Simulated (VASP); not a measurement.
Ga, 1 atom in the cell. It takes space group I4/mmm (No. 139, tetragonal). Conventional cell: a = 2.850 Å, b = 2.850 Å, c = 4.525 Å, α = 90.00°, β = 90.00°, γ = 90.00°. Ga (site symmetry 4/mmm) has 12 Ga at 2.85 to 3.03 Å within 3.8 Å.  This cell differs from its parent crystal: strain +0.015 along x and y, +0.015 along z.

| Item | Value |
| --- | --- |
| Program | VASP 6.6.1 |
| Task | single point |
| Functional | PBEsol |
| Potentials or basis | VASP PAW PBE potentials, release 64 (Ga_d) |
| Cutoff | 520 eV |
| k mesh | 24 × 24 × 24 |
| Occupations | gaussian, width 0.15 eV |
| Spin | no spin polarisation |
| Dipole correction | no |
| Further INCAR settings | ALGO = Fast; EDIFF = 1e-07; NBANDS = 12 |

Potentials or basis: VASP PAW PBE potentials, release 64 (Ga_d).

Command:

```bash
$ cat potpaw_PBE.64/Ga_d/POTCAR > POTCAR
$ mpirun -np 1 vasp_std > vasp.out
```

Hardware: 1 thread of Intel(R) Xeon(R) Platinum 8259CL CPU @ 2.50GHz (Skylake/Cascade Lake), with other jobs on the host.

Q: How long does it take, and how much memory?

A: Wall time 2.5 min on 1 thread of Intel(R) Xeon(R) Platinum 8259CL CPU @ 2.50GHz (Skylake/Cascade Lake), with other jobs on the host, peak memory 0.33 GiB. Counts: scf iterations 12, k points 1063.
